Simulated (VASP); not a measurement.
# HfO2 (P-3m1) in VASP: notebook

The runs below take HfO2 through single point, with PBE.

Everything below comes from runs of VASP 6.6.1. Logs are shortened: lines on timing, memory, paths and dates and some standing lists are left out, and cuts for length are marked.

## (1) The cell of the first run

The structure is trigonal, space group P-3m1 (No. 164). Conventional cell: a = 3.605 Å, b = 3.605 Å, c = 11.829 Å, α = 90.00°, β = 90.00°, γ = 120.00°. Within 2.9 Å of Hf (site symmetry 3m) lie 7 O at 2.21 Å. Within 2.9 Å of Hf (site symmetry -3m) lie 8 O at 2.21 Å. O (site symmetry 3m) has 4 Hf at 2.21 Å and 6 O at 2.55 Å within 2.9 Å. O (site symmetry 3m) has 3 Hf at 2.21 Å and 3 O at 2.55 Å within 2.9 Å. Within 2.9 Å of O (site symmetry 3m) lie 4 Hf at 2.21 Å and 6 O at 2.55 Å.

## (2) Single point, PBE (the distance across one plane changed)

Contents of INCAR:

```
  ALGO = Normal
  EDIFF = 1E-6
  ENCUT = 520
  GGA = PE
  ISIF = 2
  ISMEAR = 0
  LASPH = True
  LCHARG = False
  LREAL = False
  LWAVE = False
  NBANDS = 43
  NELM = 100
  PREC = Accurate
  SIGMA = 0.05
```

Contents of KPOINTS:

```
k-points
0
Gamma
  7 7 3
```

Contents of POSCAR:

```
HfO2
1.0
    2.5488057606     -2.5488057606      0.0000000000
    2.5488057606      0.0000000000     -2.5488057606
    6.8296623288      6.8296623288      6.8296623288
Hf O
3 6
Direct
    0.0000000000      0.0000000000      0.6220065293
    0.3333333333      0.3333333333      0.3732088935
    0.6666666667      0.6666666667      0.1244112578
    0.6666666667      0.6666666667      0.3110094846
    1.0000000000      0.0000000000      0.0622118488
    0.3333333333      0.3333333333      0.5598071203
    0.6666666667      0.6666666667      0.6842059382
    1.0000000000      1.0000000000      0.4354083025
    0.3333333333      0.3333333333      0.1866106667
```

Potentials or basis: VASP PAW PBE potentials, release 64 (Hf_pv, O).

The run is started by

```
cat potpaw_PBE.64/Hf_pv/POTCAR potpaw_PBE.64/O/POTCAR > POTCAR
mpirun -np 1 vasp_std > vasp.out
```

OUTCAR:

```text
EDIFF = 1E-6
   ENCUT = 520
   GGA = PE
   ISIF = 2
   ISMEAR = 0
   LASPH = True
   LREAL = False
   NELM = 100
   PREC = Accurate

 ion  position               nearest neighbor table
   1  0.000  0.000  0.622-   7 2.21   8 2.21   7 2.21   7 2.21   6 2.21   6 2.21   6 2.21   2 3.60
                             2 3.60   2 3.60
   2  0.333  0.333  0.373-   4 2.21   4 2.21   6 2.21   9 2.21   8 2.21   4 2.21   8 2.21   8 2.21
                             3 3.60   3 3.60   3 3.60   1 3.60   1 3.60   1 3.60
   3  0.667  0.667  0.124-   9 2.21   9 2.21   4 2.21   5 2.21   9 2.21   5 2.21   5 2.21   2 3.60
                             2 3.60   2 3.60
   4  0.667  0.667  0.311-   2 2.21   2 2.21   3 2.21   2 2.21
   5  0.000  0.000  0.062-   3 2.21   3 2.21   3 2.21
   6  0.333  0.333  0.560-   2 2.21   1 2.21   1 2.21   1 2.21
   7  0.667  0.667  0.684-   1 2.21   1 2.21   1 2.21
   8  0.000  0.000  0.435-   1 2.21   2 2.21   2 2.21   2 2.21
   9  0.333  0.333  0.187-   3 2.21   3 2.21   2 2.21   3 2.21

  LATTYP: Found a hexagonal cell.
 ALAT       =     3.6045556745
 C/A-ratio  =     3.2817698547

  Lattice vectors:

 A1 = (  -2.5488057606,   0.0000000000,   2.5488057606)
 A2 = (   2.5488057606,  -2.5488057606,   0.0000000000)
 A3 = (   6.8296623288,   6.8296623288,   6.8296623288)

Analysis of symmetry for initial positions (statically):
=====================================================================
 Subroutine PRICEL returns:
 Original cell was already a primitive cell.

 Routine SETGRP: Setting up the symmetry group for a
 hexagonal supercell.

 Subroutine GETGRP returns: Found 12 space group operations
 (whereof  6 operations were pure point group operations)
 out of a pool of 24 trial point group operations.

The static configuration has the point symmetry C_3v.
 The point group associated with its full space group is D_3d.

Analysis of symmetry for dynamics (positions and initial velocities):
=====================================================================
 Subroutine PRICEL returns:
 Original cell was already a primitive cell.

 Routine SETGRP: Setting up the symmetry group for a
 hexagonal supercell.

 Subroutine GETGRP returns: Found 12 space group operations
 (whereof  6 operations were pure point group operations)
 out of a pool of 24 trial point group operations.

The dynamic configuration has the point symmetry C_3v.
 The point group associated with its full space group is D_3d.

 Subroutine INISYM returns: Found 12 space group operations
 (whereof  6 operations are pure point group operations),
 and found     1 'primitive' translations

----------------------------------------------------------------------------------------

                                     Primitive cell

  volume of cell :     133.1049

  direct lattice vectors                    reciprocal lattice vectors
     2.548805761 -2.548805761  0.000000000     0.130780202 -0.261560405  0.130780202
     2.548805761  0.000000000 -2.548805761     0.130780202  0.130780202 -0.261560405
     6.829662329  6.829662329  6.829662329     0.048806708  0.048806708  0.048806708

  length of vectors
     3.604555674  3.604555674 11.829322152     0.320344764  0.320344764  0.084535698

  position of ions in fractional coordinates (direct lattice)
     0.000000000  0.000000000  0.622006529
     0.333333333  0.333333333  0.373208893
     0.666666667  0.666666667  0.124411258
     0.666666667  0.666666667  0.311009485
     0.000000000  0.000000000  0.062211849
     0.333333333  0.333333333  0.559807120
     0.666666667  0.666666667  0.684205938
     0.000000000  0.000000000  0.435408303
     0.333333333  0.333333333  0.186610667

  ion indices of the primitive-cell ions
   primitive index   ion index
                 1           1
                 2           2
                 3           3
                 4           4
                 5           5
                 6           6
                 7           7
                 8           8
                 9           9

----------------------------------------------------------------------------------------

 KPOINTS: k-points

Automatic generation of k-mesh.
 Grid dimensions read from file:
 generate k-points for:    7    7    3

 Generating k-lattice:

  Cartesian coordinates                     Fractional coordinates (reciprocal lattice)
     0.018682886 -0.037365772  0.018682886     0.142857143  0.000000000  0.000000000
     0.018682886  0.018682886 -0.037365772     0.000000000  0.142857143  0.000000000
     0.016268903  0.016268903  0.016268903     0.000000000  0.000000000  0.333333333

  Length of vectors
     0.045763538  0.045763538  0.028178566

  Shift w.r.t. Gamma in fractional coordinates (k-lattice)
     0.000000000  0.000000000  0.000000000

 Subroutine IBZKPT returns following result:
 ===========================================

 Found     20 irreducible k-points:

 Following reciprocal coordinates:
            Coordinates               Weight
  0.000000  0.000000  0.000000      1.000000
  0.142857  0.000000  0.000000      6.000000
  0.285714  0.000000  0.000000      6.000000
  0.428571  0.000000  0.000000      6.000000
  0.285714  0.142857 -0.000000      6.000000
  0.428571  0.142857 -0.000000     12.000000
[... 12 lines left out ...]
 -0.428571  0.142857  0.333333     12.000000
 -0.428571  0.285714  0.333333     12.000000
   k-points           NKPTS =     20   k-points in BZ     NKDIM =     20   number of bands    NBANDS=     43
   number of dos      NEDOS =    301   number of ions     NIONS =      9
   total plane-waves  NPLWV =  70560
   dimension x,y,z NGX =    28 NGY =   28 NGZ =   90
   dimension x,y,z NGXF=    56 NGYF=   56 NGZF=  180
   ions per type =               3   6
   NGX,Y,Z   is equivalent  to a cutoff of  12.91, 12.91, 12.65 a.u.
   NGXF,Y,Z  is equivalent  to a cutoff of  25.83, 25.83, 25.30 a.u.
 SYSTEM =  unknown system
   PREC   = accura    normal or accurate (medium, high low for compatibility)
   ISTART =      0    job   : 0-new  1-cont  2-samecut
   ICHARG =      2    charge: 1-file 2-atom 10-const
   ISPIN  =      1    spin polarized calculation?
   LNONCOLLINEAR =      F non collinear calculations
   LSORBIT =      F    spin-orbit coupling
   LASPH  =      T    aspherical Exc in radial PAW
   ENCUT  =  520.0 eV  38.22 Ry    6.18 a.u.   6.70  6.70 21.99*2*pi/ulx,y,z
   NELM   =    100;   NELMIN=  2; NELMDL= -5     # of ELM steps
   EDIFF  = 0.1E-05   stopping-criterion for ELM
   LREAL  =      F    real-space projection
   EDIFFG = 0.1E-04   stopping-criterion for IOM
   NSW    =      0    number of steps for IOM
   IBRION =     -1    ionic relax: 0-MD 1-quasi-New 2-CG
   NFREE  =      0    steps in history (QN), initial steepest desc. (CG)
   ISIF   =      2    stress and relaxation
   ISYM   =      2    0-nonsym 1-usesym 2-fastsym
   POTIM  = 0.5000    time-step for ionic-motion
   TEBEG  =    0.0;   TEEND  =   0.0 temperature during run
   PSTRESS=    0.0 pullay stress
   NELECT =      66.0000    total number of electrons
   NUPDOWN=      -1.0000    fix difference up-down
   EMIN   =  10.00;   EMAX   =-10.00  energy-range for DOS
   EFERMI =   0.00;   METHOD = LEGACY
   ISMEAR =     0;   SIGMA  =   0.05  broadening in eV -4-tet -1-fermi 0-gaus
   EFERMI_NEDOS =   21; number of points for ismear=-14 and -15
   IALGO  =     38    algorithm
   IMIX   =      4    mixing-type and parameters
     AMIX     =   0.40;   BMIX     =  1.00
     AMIX_MAG =   1.60;   BMIX_MAG =  1.00
  volume/ion in A,a.u.               =      14.79        99.80
  Fermi-wavevector in a.u.,A,eV,Ry     =   1.295761  2.448633 22.844126  1.678996
  Thomas-Fermi vector in A             =   2.427260
   LORBIT       =      0    0 simple, 1 ext, 2 COOP (PROOUT), +10 PAW based schemes
   GGA     = PE    functional components
   LHFCALC =     F    Hartree Fock is set to
   AEXX    =    0.0000 exact exchange contribution
   IVDW    =     0    specifies the selected vdW correction
   LEPSILON=     F    determine dielectric tensor
   LRPA    =     F    only Hartree local field effects (RPA)
 non-spin polarized calculation
 Gauss-broadening in eV      SIGMA  =   0.05
  energy-cutoff  :      520.00
  volume of cell :      133.10
 maximum number of plane-waves:      3607
   NGX = 13   NGY = 13   NGZ = 43

 number of electron      66.0000001 magnetization

 Free energy of the ion-electron system (eV)
  ---------------------------------------------------
  ext. energy  EPLUGINS =         0.00000000
  ---------------------------------------------------
  free energy    TOTEN  =       -89.36504335 eV

  energy without entropy =      -89.36504335  energy(sigma->0) =      -89.36504335

 E-fermi :   1.5903     XC(G=0):  -9.6369

 val. band max:        1.2979222811   @ k =   0.4286   0.4286   0.3333
 cond. band min:       5.4617951220   @ k =   0.0000   0.0000   0.0000
 fundamental gap:      4.1638728410
 Fermi energy:         1.5903191961

 k-point     1 :       0.0000    0.0000    0.0000
  band No.  band energies     occupation
      1     -28.7462      2.00000
      2     -28.6554      2.00000
      3     -28.4441      2.00000
      4     -28.4025      2.00000
      5     -28.4025      2.00000
      6     -28.3042      2.00000
[... 35 lines left out ...]
     42       8.0655      0.00000
     43       8.6317      0.00000

 k-point     2 :       0.1429    0.0000    0.0000
  band No.  band energies     occupation
      1     -28.7283      2.00000
      2     -28.6554      2.00000
      3     -28.4599      2.00000
      4     -28.4540      2.00000
      5     -28.4140      2.00000
      6     -28.3618      2.00000
[... 820 lines left out ...]
 k-point    20 :      -0.4286    0.2857    0.3333
  band No.  band energies     occupation
      1     -28.7091      2.00000
      2     -28.6500      2.00000
      3     -28.6019      2.00000
      4     -28.5518      2.00000
      5     -28.5410      2.00000
      6     -28.5240      2.00000
[... 35 lines left out ...]
     42       8.5115      0.00000
     43       8.5556      0.00000

------------------------ aborting loop because EDIFF is reached ----------------------------------------

  FORCE on cell =-STRESS in cart. coord.  units (eV):
  Direction    XX          YY          ZZ          XY          YZ          ZX
  --------------------------------------------------------------------------------------
  -------------------------------------------------------------------------------------
  Total       -7.7148063     -7.7148063     -7.7148063      2.0916584      2.0916584      2.0916584
  in kB      -92.8627723    -92.8627723    -92.8627723     25.1771967     25.1771967     25.1771967
  external PRESSURE =     -92.8627723 kB  Pullay stress =       0.0000000 kB

 VOLUME and BASIS-vectors are now :
 -----------------------------------------------------------------------------
  energy-cutoff  :      520.00
  volume of cell :      133.10
      direct lattice vectors                 reciprocal lattice vectors
     2.548805761 -2.548805761  0.000000000     0.130780202 -0.261560405  0.130780202
     2.548805761  0.000000000 -2.548805761     0.130780202  0.130780202 -0.261560405
     6.829662329  6.829662329  6.829662329     0.048806708  0.048806708  0.048806708

 POSITION                                       TOTAL-FORCE (eV/Angst)
 -----------------------------------------------------------------------------------
      4.24809      4.24809      4.24809        -0.600065     -0.600065     -0.600065
      4.24809      1.69929      1.69929         0.000000     -0.000000     -0.000000
      4.24809     -0.84952     -0.84952         0.600065      0.600065      0.600065
      5.52250      0.42489      0.42489        -0.234016     -0.234016     -0.234016
      0.42489      0.42489      0.42489        -0.287485     -0.287485     -0.287485
      5.52250      2.97369      2.97369        -0.174559     -0.174559     -0.174559
      8.07130      2.97369      2.97369         0.287485      0.287485      0.287485
      2.97369      2.97369      2.97369         0.234016      0.234016      0.234016
      2.97369      0.42489      0.42489         0.174559      0.174559      0.174559
 -----------------------------------------------------------------------------------
    total drift:                                0.000072      0.000071      0.000071

  FREE ENERGIE OF THE ION-ELECTRON SYSTEM (eV)
  ---------------------------------------------------
  free  energy   TOTEN  =       -89.3650433526 eV

  energy  without entropy=      -89.3650433526  energy(sigma->0) =      -89.36504335
```

It took 4.6 min on 1 thread of Intel Xeon 8259CL, shared host; peak memory 0.29 GiB.

What came out:

```
Free energy            : -89.3650 eV
Pressure               : -9.3 GPa
Largest force          : 1.039 eV/Å
Band gap on the k mesh : 4.16 eV (least direct gap 4.22 eV)
```

Forces in eV/Å, atoms in the order of the input:
```
Hf  -0.600 -0.600 -0.600
Hf   0.000  0.000  0.000
Hf   0.600  0.600  0.600
O   -0.234 -0.234 -0.234
O   -0.287 -0.287 -0.287
O   -0.175 -0.175 -0.175
O    0.287  0.287  0.287
O    0.234  0.234  0.234
O    0.175  0.175  0.175
```

Caveat: the cell differs from its parent crystal (the distance across one plane changed); the cell stands under tension; spin-orbit coupling is left out, which moves the levels of the heavy elements; an odd mesh through Γ misses points on the zone boundary, where band edges can lie; forces of over 1 eV/Å act on the atoms, so gaps and moduli don't describe the material at rest.

## (3) Single point, PBE (the distance across one plane changed)

Contents of INCAR:

```
PREC = Accurate ; ENCUT = 520
EDIFF = 1E-6 ; ISMEAR = 0
SIGMA = 0.05 ; LREAL = F
LASPH = T ; NELM = 80
ALGO = Normal ; ISIF = 2
LWAVE = F ; LCHARG = F
GGA = PE ; NBANDS = 43
```

Contents of KPOINTS:

```
Automatic mesh
0
Gamma
  7 7 3
```

Contents of POSCAR:

```
HfO2
1.0
    2.5488057606     -2.5488057606      0.0000000000
    2.5488057606      0.0000000000     -2.5488057606
    7.6956877326      7.6956877326      7.6956877326
Hf O
3 6
Direct
    0.0000000000      0.0000000000      0.5520097370
    0.3333333333      0.3333333333      0.3312102582
    0.6666666667      0.6666666667      0.1104107794
    0.6666666667      0.6666666667      0.2760103885
    1.0000000000      0.0000000000      0.0552109097
    0.3333333333      0.3333333333      0.4968098673
    0.6666666667      0.6666666667      0.6072096067
    1.0000000000      1.0000000000      0.3864101279
    0.3333333333      0.3333333333      0.1656106491
```

Potentials or basis: VASP PAW PBE potentials, release 64 (Hf_pv, O).

The run is started by

```
cat potpaw_PBE.64/Hf_pv/POTCAR potpaw_PBE.64/O/POTCAR > POTCAR
mpirun -np 1 vasp_std > vasp.out
```

Wall time 5.6 min (1 thread of Intel Xeon 8259CL, shared host); peak memory 0.32 GiB.

It converged, with:

```yaml
Free_energy: -89.3563 eV
Pressure: -8.2 GPa
Largest_force: 1.051 eV/Å
Band_gap_on_the_k_mesh: 4.17 eV (least direct gap 4.22 eV)
```

Forces in eV/Å, atoms in the order of the input:
```
Hf  -0.607 -0.607 -0.607
Hf   0.000  0.000  0.000
Hf   0.607  0.607  0.607
O   -0.234 -0.234 -0.234
O   -0.285 -0.285 -0.285
O   -0.175 -0.175 -0.175
O    0.285  0.285  0.285
O    0.234  0.234  0.234
O    0.175  0.175  0.175
```

Stress tensor (GPa, compression positive):
```
-8.23  2.27  2.27
 2.27 -8.23  2.27
 2.27  2.27 -8.23
```

Levels at points of the mesh, in eV from the valence-band top:
```
           k point  band 29  band 30  band 31  band 32  band 33  band 34  band 35  band 36  band 37  band 38
(0.00, 0.00, 0.00)    -0.88    -0.62    -0.62    -0.34    -0.34     4.17     4.17     4.37     4.52     4.52
```

Caveat: the cell differs from its parent crystal (the distance across one plane changed); the cell stands under tension; spin-orbit coupling is left out, which moves the levels of the heavy elements; an odd mesh through Γ misses points on the zone boundary, where band edges can lie; forces of over 1 eV/Å act on the atoms, so gaps and moduli don't describe the material at rest.

(Continued in part 2 of 2.)
